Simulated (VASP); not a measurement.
Here is a VASP 6.6.1 calculation.

Contents of INCAR:

```
PREC = Accurate ; ENCUT = 520
EDIFF = 1E-6 ; ISMEAR = -1
SIGMA = 0.1 ; LREAL = False
LASPH = True ; NELM = 60
ALGO = Normal ; ISIF = 2
LWAVE = False ; LCHARG = False
GGA = CA ; NBANDS = 21
```

KPOINTS

```
Automatic mesh
0
Gamma
  12 12 7
```

POSCAR

```
Pb
1.0
    3.5691403507      0.0000000000      0.0000000000
   -1.7845701754      3.0909662133      0.0000000000
    0.0000000000      0.0000000000      5.8606508542
Pb
2
Direct
    0.3333333333      0.6666666667      0.2500000000
    0.6666666667      0.3333333333      0.7500000000
```

Potentials or basis: VASP PAW LDA potentials, release 64 (Pb_d).

Run with:

```console
$ cat potpaw_LDA.64/Pb_d/POTCAR > POTCAR
$ mpirun -np 1 vasp_std > vasp.out
```

What does it give for the pressure?

-4.3 GPa.

What does it give for the band gap on the k mesh?

Zero (band 14 reaches 11.59 eV, above the bottom of band 15 at 4.48 eV).

Stress tensor (GPa, compression positive):
```
-4.62  0.00  0.00
 0.00 -4.62  0.00
 0.00  0.00 -3.63
```

Caveat: spin-orbit coupling is left out, which moves the levels of the heavy elements.
